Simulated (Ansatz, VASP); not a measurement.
## One calculation of Al3H2, two programs

```xyz
5
Lattice="2.8114 0.0000 0.1262 0.0000 5.6964 0.0000 -0.1852 0.0000 4.0420" Properties=species:S:1:pos:R:3 pbc="T T T"
Al    1.3131    1.4915    2.0841
Al    1.3131    4.2048    2.0841
Al    0.0000    0.0000    0.0000
H     1.2649    2.8482    3.2015
H     1.3612    2.8482    0.9667
```

Alike in both runs: functional PBE; k mesh 10 × 6 × 8; occupations gaussian, width 0.1 eV; no spin polarisation.

Ansatz relaxed the structure, and its values are those at the end. VASP's run is a single point on that final structure, the one shown.

|  | VASP | Ansatz |
| --- | --- | --- |
| version | VASP 6.6.1 | Ansatz 0.2.0 |
| potentials or method | VASP PAW PBE potentials, release 64 (Al, H), cutoff 520 eV | scalar-relativistic, plane waves, PAW |
| valence electrons in the cell | 11 | 11 |

Ansatz gave:

| Property | Result |
| --- | --- |
| gap on the k mesh at the Fermi level (eV) | none |
| pressure (GPa) | 0.0 |
| rms of the force components (eV/Å) | 0.002 |

**Question.** What did VASP give for the same quantities?

**Answer.** gap on the k mesh at the Fermi level (eV): none; pressure (GPa): -0.1; rms of the force components (eV/Å): 0.004.

A gap of «none» marks a metal or a gap that the smearing closes.
